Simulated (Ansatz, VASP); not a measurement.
## Os in VASP and in Ansatz

```xyz
12
Lattice="3.3778 1.9502 5.8679 -3.3778 1.9502 5.8679 0.0000 -3.9004 5.8679" Properties=species:S:1:pos:R:3 pbc="T T T"
Os   -2.1154    1.2213    3.9668
Os    0.0000   -2.4427    3.9668
Os    2.1154    1.2213    3.9668
Os    2.1154   -1.2213   13.6369
Os   -2.1154   -1.2213   13.6369
Os    0.0000    2.4427   13.6369
Os   -1.2684    0.7323    6.3101
Os    0.0000   -1.4646    6.3101
Os    1.2684    0.7323    6.3101
Os    1.2684   -0.7323   11.2935
Os   -1.2684   -0.7323   11.2935
Os    0.0000    1.4646   11.2935
```

Alike in both runs: functional PBEsol; k mesh 3 × 3 × 3; occupations gaussian, width 0.1 eV; no spin polarisation.

Ansatz relaxed the structure, and its values are those at the end. VASP's run is a single point on that final structure, the one shown.

```csv
,VASP,Ansatz
version,VASP 6.6.1,Ansatz 0.2.0
potentials or method,"VASP PAW PBE potentials, release 64 (Os_sv_GW), cutoff 560 eV","scalar-relativistic, plane waves, PAW"
valence electrons in the cell,192,192
```

Ansatz gave:

| Quantity | Value |
| --- | --- |
| gap on the k mesh at the Fermi level (eV) | none |
| pressure (GPa) | -0.2 |
| rms of the force components (eV/Å) | 0.008 |

Task: What did VASP give for the same quantities?

Result: gap on the k mesh at the Fermi level (eV): none; pressure (GPa): -1.2; rms of the force components (eV/Å): 0.023.

VASP's potentials were made for PBE, not for PBEsol. A gap of «none» marks a metal or a gap that the smearing closes. With one functional, cell and mesh, what is left measures potentials, basis and numerics.

The k mesh is coarse, so the values compare programs but aren't converged. Spin-orbit coupling is off throughout.
